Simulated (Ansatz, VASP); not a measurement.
**InO in VASP and in Ansatz**

File INCAR:

```
ALGO     = Normal         # electronic algorithm
EDIFF    = 1E-7           # SCF threshold, eV
ENCUT    = 520            # plane-wave cutoff, eV
GGA      = PE             # functional
ISIF     = 2              # what is computed and relaxed
ISMEAR   = 0              # smearing method
IVDW     = 12             # dispersion correction
LASPH    = T              # aspherical terms in the spheres
LCHARG   = F              # write CHGCAR
LREAL    = F              # projectors in reciprocal space
LWAVE    = F              # write WAVECAR
NBANDS   = 27             # bands
NELM     = 80             # most SCF steps
PREC     = Accurate       # precision mode
SIGMA    = 0.05           # smearing width, eV
```

KPOINTS

```
k-points
0
Gamma
  12 12 2
```

File POSCAR:

```
InO
1.0
    3.2582940281      0.0000000000      0.0000000000
   -1.6291470140      2.8217654013      0.0000000000
    0.0000000000      0.0000000000     16.2483227879
In O
2 2
Direct
    0.6666666667      0.3333333333      0.5895266171
    0.6666666667      0.3333333333      0.4104733829
    0.0000000000      0.0000000000      0.6398766429
    0.0000000000      0.0000000000      0.3601233571
```

Input for Ansatz:

```yaml
crystal:
  lattice:
    - [3.2582940281, 0.0, 0.0]
    - [-1.629147014, 2.8217654013, 0.0]
    - [0.0, 0.0, 16.2483227879]
  atoms:
    - { symbol: In, position: [0.6666666667, 0.3333333333, 0.5895266171] }
    - { symbol: In, position: [0.6666666667, 0.3333333333, 0.4104733829] }
    - { symbol: O, position: [0.0, 0.0, 0.6398766429] }
    - { symbol: O, position: [0.0, 0.0, 0.3601233571] }
basis:
  ecutwfc: 420
kpoints:
  mp_grid: { grid: [12, 12, 2] }
hamiltonian:
  xc: pbe
  dispersion: d3bj
scf:
  occupations: { method: gaussian, width: 0.05 }
output:
  forces: true
  stress: true
  eigenvalues: true
```

Change from the starting cell: strain -0.050 along x and y, +0.025 along z, atoms carried along.

Alike in both runs: task single point; functional PBE; dispersion D3(BJ); k mesh 12 × 12 × 2; occupations gaussian, width 0.05 eV; no spin polarisation.

|  | VASP | Ansatz |
| --- | --- | --- |
| version | VASP 6.6.1 | Ansatz 0.2.0 |
| potentials or method | VASP PAW PBE potentials, release 64 (In_d, O), cutoff 520 eV | scalar-relativistic, plane waves, PAW |
| valence electrons in the cell | 38 | 38 |

```csv
,VASP,Ansatz,Ansatz less VASP
gap on the k mesh at the Fermi level (eV),0.21,0.22,+0.003
least direct gap on the mesh (eV),1.52,1.53,+0.012
rms of the force components (eV/Å),0.706,0.680,-0.0258
```

Atom by atom the forces differ by 0.026 eV/Å (rms over components).
